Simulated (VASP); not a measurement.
# AlN (F-43m) in VASP: further runs

The runs below take AlN through single point, with PBEsol.

All numbers are computed with VASP 6.6.1; they aren't measurements. Logs are shortened: lines on timing, memory, paths and dates and some standing lists are left out, and cuts for length are marked.

## 1. The cell of the first run

It takes space group F-43m (No. 216, cubic). The conventional cell has a = 4.350 Å, b = 4.350 Å, c = 4.350 Å, α = 90.00°, β = 90.00°, γ = 90.00°. Within 2.5 Å of Al (site symmetry -43m) lie 4 N at 1.88 Å. N (site symmetry -43m) has 4 Al at 1.88 Å within 2.5 Å.

## 2. Single point, PBEsol

Contents of INCAR:

```
SYSTEM = AlN
PREC = Accurate
ENCUT = 520
EDIFF = 1E-7
ISMEAR = 0
SIGMA = 0.01
LREAL = .False.
LASPH = .True.
NELM = 80
ALGO = Normal
ISIF = 2
LWAVE = .False.
LCHARG = .True.
GGA = PS
LELF = .True.
LVHAR = .True.
NBANDS = 11
```

Contents of KPOINTS:

```
regular mesh
0
Gamma
  10 10 10
  0 0 0
```

Contents of POSCAR:

```
AlN
1.0
    0.0000000000      2.1748401550      2.1748401550
    2.1748401550      0.0000000000      2.1748401550
    2.1748401550      2.1748401550      0.0000000000
Al N
1 1
Direct
    0.0000000000      0.0000000000      0.0000000000
    0.2500000000      0.2500000000      0.2500000000
```

Potentials or basis: VASP PAW PBE potentials, release 64 (Al, N).

Command:

```sh
$ cat potpaw_PBE.64/Al/POTCAR potpaw_PBE.64/N/POTCAR > POTCAR
$ mpirun -np 1 vasp_std > vasp.out
```

OUTCAR:

```text
SYSTEM = AlN
   PREC = Accurate
   ENCUT = 520
   EDIFF = 1E-7
   ISMEAR = 0
   LREAL = .False.
   LASPH = .True.
   NELM = 80
   ISIF = 2
   GGA = PS

 ion  position               nearest neighbor table
   1  0.000  0.000  0.000-   2 1.88   2 1.88   2 1.88   2 1.88
   2  0.250  0.250  0.250-   1 1.88   1 1.88   1 1.88   1 1.88

  LATTYP: Found a face centered cubic cell.
 ALAT       =     4.3496803100

  Lattice vectors:

 A1 = (   0.0000000000,   2.1748401550,   2.1748401550)
 A2 = (   2.1748401550,   0.0000000000,   2.1748401550)
 A3 = (   2.1748401550,   2.1748401550,   0.0000000000)

Analysis of symmetry for initial positions (statically):
=====================================================================
 Subroutine PRICEL returns:
 Original cell was already a primitive cell.

 Routine SETGRP: Setting up the symmetry group for a
 face centered cubic supercell.

 Subroutine GETGRP returns: Found 24 space group operations
 (whereof 24 operations were pure point group operations)
 out of a pool of 48 trial point group operations.

The static configuration has the point symmetry T_d .

Analysis of symmetry for dynamics (positions and initial velocities):
=====================================================================
 Subroutine PRICEL returns:
 Original cell was already a primitive cell.

 Routine SETGRP: Setting up the symmetry group for a
 face centered cubic supercell.

 Subroutine GETGRP returns: Found 24 space group operations
 (whereof 24 operations were pure point group operations)
 out of a pool of 48 trial point group operations.

The dynamic configuration has the point symmetry T_d .

 Subroutine INISYM returns: Found 24 space group operations
 (whereof 24 operations are pure point group operations),
 and found     1 'primitive' translations

----------------------------------------------------------------------------------------

                                     Primitive cell

  volume of cell :      20.5737

  direct lattice vectors                    reciprocal lattice vectors
     0.000000000  2.174840155  2.174840155    -0.229901953  0.229901953  0.229901953
     2.174840155  0.000000000  2.174840155     0.229901953 -0.229901953  0.229901953
     2.174840155  2.174840155  0.000000000     0.229901953  0.229901953 -0.229901953

  length of vectors
     3.075688443  3.075688443  3.075688443     0.398201864  0.398201864  0.398201864

  position of ions in fractional coordinates (direct lattice)
     0.000000000  0.000000000  0.000000000
     0.250000000  0.250000000  0.250000000

  ion indices of the primitive-cell ions
   primitive index   ion index
                 1           1
                 2           2

----------------------------------------------------------------------------------------

 KPOINTS: regular mesh

Automatic generation of k-mesh.
 Grid dimensions read from file:
 generate k-points for:   10   10   10

 Generating k-lattice:

  Cartesian coordinates                     Fractional coordinates (reciprocal lattice)
    -0.022990195  0.022990195  0.022990195     0.100000000  0.000000000  0.000000000
     0.022990195 -0.022990195  0.022990195     0.000000000  0.100000000  0.000000000
     0.022990195  0.022990195 -0.022990195     0.000000000  0.000000000  0.100000000

  Length of vectors
     0.039820186  0.039820186  0.039820186

  Shift w.r.t. Gamma in fractional coordinates (k-lattice)
     0.000000000  0.000000000  0.000000000

 Subroutine IBZKPT returns following result:
 ===========================================

 Found     47 irreducible k-points:

 Following reciprocal coordinates:
            Coordinates               Weight
  0.000000  0.000000  0.000000      1.000000
  0.100000  0.000000  0.000000      8.000000
  0.200000  0.000000  0.000000      8.000000
  0.300000  0.000000  0.000000      8.000000
  0.400000  0.000000  0.000000      8.000000
  0.500000  0.000000  0.000000      4.000000
[... 16 lines left out ...]
  0.300000  0.300000  0.000000      6.000000
  0.400000  0.300000  0.000000     24.000000
 [... further k-points ...]
   k-points           NKPTS =     47   k-points in BZ     NKDIM =     47   number of bands    NBANDS=     11
   number of dos      NEDOS =    301   number of ions     NIONS =      2
   total plane-waves  NPLWV =  13824
   dimension x,y,z NGX =    24 NGY =   24 NGZ =   24
   dimension x,y,z NGXF=    48 NGYF=   48 NGZF=   48
   ions per type =               1   1
   NGX,Y,Z   is equivalent  to a cutoff of  12.97, 12.97, 12.97 a.u.
   NGXF,Y,Z  is equivalent  to a cutoff of  25.94, 25.94, 25.94 a.u.
 SYSTEM =  AlN
   PREC   = accura    normal or accurate (medium, high low for compatibility)
   ISTART =      0    job   : 0-new  1-cont  2-samecut
   ICHARG =      2    charge: 1-file 2-atom 10-const
   ISPIN  =      1    spin polarized calculation?
   LNONCOLLINEAR =      F non collinear calculations
   LSORBIT =      F    spin-orbit coupling
   LASPH  =      T    aspherical Exc in radial PAW
   ENCUT  =  520.0 eV  38.22 Ry    6.18 a.u.   5.72  5.72  5.72*2*pi/ulx,y,z
   NELM   =     80;   NELMIN=  2; NELMDL= -5     # of ELM steps
   EDIFF  = 0.1E-06   stopping-criterion for ELM
   LREAL  =      F    real-space projection
   EDIFFG = 0.1E-05   stopping-criterion for IOM
   NSW    =      0    number of steps for IOM
   IBRION =     -1    ionic relax: 0-MD 1-quasi-New 2-CG
   NFREE  =      0    steps in history (QN), initial steepest desc. (CG)
   ISIF   =      2    stress and relaxation
   ISYM   =      2    0-nonsym 1-usesym 2-fastsym
   POTIM  = 0.5000    time-step for ionic-motion
   TEBEG  =    0.0;   TEEND  =   0.0 temperature during run
   PSTRESS=    0.0 pullay stress
   NELECT =       8.0000    total number of electrons
   NUPDOWN=      -1.0000    fix difference up-down
   EMIN   =  10.00;   EMAX   =-10.00  energy-range for DOS
   EFERMI =   0.00;   METHOD = LEGACY
   ISMEAR =     0;   SIGMA  =   0.01  broadening in eV -4-tet -1-fermi 0-gaus
   EFERMI_NEDOS =   21; number of points for ismear=-14 and -15
   IALGO  =     38    algorithm
   IMIX   =      4    mixing-type and parameters
     AMIX     =   0.40;   BMIX     =  1.00
     AMIX_MAG =   1.60;   BMIX_MAG =  1.00
  volume/ion in A,a.u.               =      10.29        69.42
  Fermi-wavevector in a.u.,A,eV,Ry     =   1.194907  2.258047 19.426440  1.427803
  Thomas-Fermi vector in A             =   2.330886
   LORBIT       =      0    0 simple, 1 ext, 2 COOP (PROOUT), +10 PAW based schemes
   GGA     = PS    functional components
   LHFCALC =     F    Hartree Fock is set to
   AEXX    =    0.0000 exact exchange contribution
   IVDW    =     0    specifies the selected vdW correction
   LEPSILON=     F    determine dielectric tensor
   LRPA    =     F    only Hartree local field effects (RPA)
 non-spin polarized calculation
 Gauss-broadening in eV      SIGMA  =   0.01
  energy-cutoff  :      520.00
  volume of cell :       20.57
 maximum number of plane-waves:       568
   NGX = 11   NGY = 11   NGZ = 11

 number of electron       7.9999999 magnetization

 Free energy of the ion-electron system (eV)
  ---------------------------------------------------
  ext. energy  EPLUGINS =         0.00000000
  ---------------------------------------------------
  free energy    TOTEN  =       -15.60624863 eV

  energy without entropy =      -15.60624863  energy(sigma->0) =      -15.60624863

 E-fermi :   6.0390     XC(G=0): -11.1844

 val. band max:        5.9977493181   @ k =   0.0000   0.0000   0.0000
 cond. band min:       9.1903242797   @ k =   0.5000   0.5000   0.0000
 fundamental gap:      3.1925749616
 Fermi energy:         6.0389875418

 k-point     1 :       0.0000    0.0000    0.0000
  band No.  band energies     occupation
      1      -9.0344      2.00000
      2       5.9977      2.00000
      3       5.9977      2.00000
      4       5.9977      2.00000
      5      10.2419      0.00000
      6      18.5905      0.00000
      7      18.5905      0.00000
      8      18.5905      0.00000
      9      23.6855      0.00000
     10      23.6855      0.00000
     11      25.0630      0.00000

 k-point     2 :       0.1000    0.0000    0.0000
  band No.  band energies     occupation
      1      -8.8841      2.00000
      2       5.1773      2.00000
      3       5.9457      2.00000
      4       5.9457      2.00000
      5      10.9024      0.00000
      6      18.1989      0.00000
      7      18.7262      0.00000
      8      18.7262      0.00000
      9      22.4003      0.00000
     10      22.4003      0.00000
     11      24.2484      0.00000

 k-point     3 :       0.2000    0.0000    0.0000
  band No.  band energies     occupation
      1      -8.4557      2.00000
      2       3.5497      2.00000
      3       5.8160      2.00000
      4       5.8160      2.00000
      5      12.0218      0.00000
      6      17.3907      0.00000
      7      18.6396      0.00000
      8      18.6396      0.00000
      9      21.8748      0.00000
     10      21.8748      0.00000
     11      23.3833      0.00000

 k-point     4 :       0.3000    0.0000    0.0000
  band No.  band energies     occupation
      1      -7.8308      2.00000
      2       1.8732      2.00000
      3       5.6673      2.00000
      4       5.6673      2.00000
      5      12.8529      0.00000
      6      16.6193      0.00000
      7      17.9477      0.00000
      8      17.9477      0.00000
      9      22.9649      0.00000
     10      22.9649      0.00000
     11      23.2190      0.00000
[... 239 lines left out ...]
 k-point    22 :      -0.2000    0.2000    0.0000
  band No.  band energies     occupation
      1      -7.6254      2.00000
      2       2.1854      2.00000
      3       4.2740      2.00000
      4       5.7437      2.00000
      5      13.5769      0.00000
      6      15.9423      0.00000
      7      17.4213      0.00000
      8      18.4853      0.00000
      9      20.9670      0.00000
     10      24.4731      0.00000
     11      27.3668      0.00000

 k-point    23 :       0.3000    0.3000    0.0000
  band No.  band energies     occupation
      1      -7.4432      2.00000
      2       2.4413      2.00000
      3       4.7374      2.00000
      4       4.7374      2.00000
      5      11.2585      0.00000
      6      15.6583      0.00000
      7      17.9336      0.00000
      8      20.5453      0.00000
      9      20.5453      0.00000
     10      26.4016      0.00000
     11      29.8751      0.00000

 k-point    24 :       0.4000    0.3000    0.0000
  band No.  band energies     occupation
      1      -6.9620      2.00000
      2       1.7908      2.00000
      3       4.2645      2.00000
      4       4.5717      2.00000
      5      10.8242      0.00000
      6      15.4876      0.00000
      7      18.3247      0.00000
      8      20.6229      0.00000
      9      21.1411      0.00000
     10      27.3397      0.00000
     11      29.6745      0.00000

 [... further k-points ...]

------------------------ aborting loop because EDIFF is reached ----------------------------------------

  FORCE on cell =-STRESS in cart. coord.  units (eV):
  Direction    XX          YY          ZZ          XY          YZ          ZX
  --------------------------------------------------------------------------------------
  -------------------------------------------------------------------------------------
  Total        0.5140709      0.5140709      0.5140709      0.0000000      0.0000000      0.0000000
  in kB       40.0333182     40.0333182     40.0333182      0.0000000      0.0000000      0.0000000
  external PRESSURE =      40.0333182 kB  Pullay stress =       0.0000000 kB

 VOLUME and BASIS-vectors are now :
 -----------------------------------------------------------------------------
  energy-cutoff  :      520.00
  volume of cell :       20.57
      direct lattice vectors                 reciprocal lattice vectors
     0.000000000  2.174840155  2.174840155    -0.229901953  0.229901953  0.229901953
     2.174840155  0.000000000  2.174840155     0.229901953 -0.229901953  0.229901953
     2.174840155  2.174840155  0.000000000     0.229901953  0.229901953 -0.229901953

 POSITION                                       TOTAL-FORCE (eV/Angst)
 -----------------------------------------------------------------------------------
      0.00000      0.00000      0.00000         0.000000      0.000000     -0.000000
      1.08742      1.08742      1.08742        -0.000000     -0.000000      0.000000
 -----------------------------------------------------------------------------------
    total drift:                                0.000000      0.000000      0.000000

  FREE ENERGIE OF THE ION-ELECTRON SYSTEM (eV)
  ---------------------------------------------------
  free  energy   TOTEN  =       -15.6062486299 eV

  energy  without entropy=      -15.6062486299  energy(sigma->0) =      -15.60624863
```

Run time: 5.8 s. Hardware: 1 thread of AMD EPYC 9R45 (Zen 5), shared host; peak memory 0.1 GiB.

Results:

- Free energy: -15.6062 eV
- Pressure: 4.0 GPa
- Band gap on the k mesh: 3.19 eV, indirect (least direct gap 4.24 eV)

Levels at points of the mesh, in eV from the valence-band top:
```csv
k point,band 1,band 2,band 3,band 4,band 5,band 6,band 7,band 8,band 9
"(0.00, 0.00, 0.00)",-15.03,0.00,0.00,0.00,4.24,12.59,12.59,12.59,17.69
"(0.50, 0.00, 0.00)",-12.91,-5.97,-0.48,-0.48,7.40,9.85,11.11,11.11,18.00
"(0.50, 0.50, 0.00)",-12.25,-4.99,-1.80,-1.80,3.19,8.56,14.05,15.78,15.78
```

Caveat: the PAW data sets were made with another functional, which shifts forces and pressure a little.

## 3. Single point, PBEsol

This run uses another cell than the first one, of 10.15 Å³/atom, 0.987 times its volume.

Contents of INCAR:

```
SYSTEM = AlN
PREC     = Accurate       ! precision mode
ENCUT    = 520            ! plane-wave cutoff, eV
EDIFF    = 1E-7           ! SCF threshold, eV
ISMEAR   = 0              ! smearing method
SIGMA    = 0.01           ! smearing width, eV
LREAL    = .FALSE.        ! projectors in reciprocal space
LASPH    = .TRUE.         ! aspherical terms in the spheres
NELM     = 100            ! most SCF steps
ALGO     = Normal         ! electronic algorithm
ISIF     = 2              ! what is computed and relaxed
LWAVE    = .FALSE.        ! write WAVECAR
LCHARG   = .FALSE.        ! write CHGCAR
GGA      = PS             ! functional
NBANDS   = 11             ! bands
```

Contents of KPOINTS:

```
Automatic mesh
0
G
  10 10 10
  0 0 0
```

Contents of POSCAR:

```
AlN
1.0
    0.0000000000      2.1650432871      2.1650432871
    2.1650432871      0.0000000000      2.1650432871
    2.1650432871      2.1650432871      0.0000000000
Al N
1 1
Direct
    0.0000000000      0.0000000000      0.0000000000
    0.2500000000      0.2500000000      0.2500000000
```

Potentials or basis: VASP PAW PBE potentials, release 64 (Al, N).

Command:

```sh
$ cat potpaw_PBE.64/Al/POTCAR potpaw_PBE.64/N/POTCAR > POTCAR
$ mpirun -np 1 vasp_std > vasp.out
```

Wall time 5.4 s (1 thread of AMD EPYC 9R45 (Zen 5), shared host); peak memory 0.11 GiB.

The run converged. Its results:

```
Free energy            : -15.5966 eV
Pressure               : 7.0 GPa
Band gap on the k mesh : 3.20 eV, indirect (least direct gap 4.37 eV)
```

Levels at points of the mesh, in eV from the valence-band top:
```tsv
k point	band 2	band 3	band 4	band 5	band 6	band 7
(0.00, 0.00, 0.00)	0.00	0.00	0.00	4.37	12.73	12.73
(0.50, 0.00, 0.00)	-6.02	-0.48	-0.48	7.52	9.94	11.20
(0.50, 0.50, 0.00)	-5.03	-1.82	-1.82	3.20	8.64	14.23
```

Caveat: the PAW data sets were made with another functional, which shifts forces and pressure a little. A k mesh can miss the band edges.

## 4. Single point, PBEsol

This run uses another cell than the first one, of 10.02 Å³/atom, 0.974 times its volume.

Contents of INCAR:

```
SYSTEM = AlN
ALGO = Normal
EDIFF = 1E-6
ENCUT = 520
GGA = PS
ISIF = 2
ISMEAR = 0
LASPH = .TRUE.
LCHARG = .TRUE.
LELF = .TRUE.
LREAL = .FALSE.
LVHAR = .TRUE.
LWAVE = .FALSE.
NBANDS = 11
NELM = 80
PREC = Accurate
SIGMA = 0.01
```

Contents of KPOINTS:

```
k-points
0
G
  10 10 10
  0 0 0
```

Contents of POSCAR:

```
AlN
1.0
    0.0000000000      2.1557630981      2.1557630981
    2.1557630981      0.0000000000      2.1557630981
    2.1557630981      2.1557630981      0.0000000000
Al N
1 1
Direct
    0.0000000000      0.0000000000      0.0000000000
    0.2500000000      0.2500000000      0.2500000000
```

Command:

```sh
$ cat potpaw_PBE.64/Al/POTCAR potpaw_PBE.64/N/POTCAR > POTCAR
$ mpirun -np 1 vasp_std > vasp.out
```

Run time: 5.7 s. Hardware: 1 thread of AMD EPYC 9R45 (Zen 5), shared host; peak memory 0.1 GiB.

It converged, with:

```
Free energy            : -15.5826 eV
Pressure               : 10.1 GPa
Band gap on the k mesh : 3.20 eV, indirect (least direct gap 4.48 eV)
```

Levels at points of the mesh, in eV from the valence-band top:
```tsv
k point	band 2	band 3	band 4	band 5	band 6	band 7
(0.00, 0.00, 0.00)	0.00	0.00	0.00	4.48	12.86	12.86
(0.50, 0.00, 0.00)	-6.08	-0.49	-0.49	7.64	10.03	11.28
(0.50, 0.50, 0.00)	-5.07	-1.83	-1.83	3.20	8.72	14.41
```

Caveat: the PAW data sets were made with another functional, which shifts forces and pressure a little. A k mesh can miss the band edges.

## 5. Overview

```csv
cell,gap on the mesh (eV),pressure (GPa)
"a = 3.076 Å, angles 60.0°, 2 atoms",3.19,4.0
"a = 3.062 Å, angles 60.0°, 2 atoms",3.20,7.0
"a = 3.049 Å, angles 60.0°, 2 atoms",3.20,10.1
```

Alike in all rows: task single point; level PBEsol; potentials or basis VASP PAW PBE potentials, release 64 (Al, N); no spin polarisation; k mesh 10 × 10 × 10; cutoff (eV) 520; smearing gaussian 0.01 eV.

Caveats: the PAW data sets were made with another functional, which shifts forces and pressure a little.

Total energies depend on the potentials used, so only differences within one code and one set of settings carry meaning.
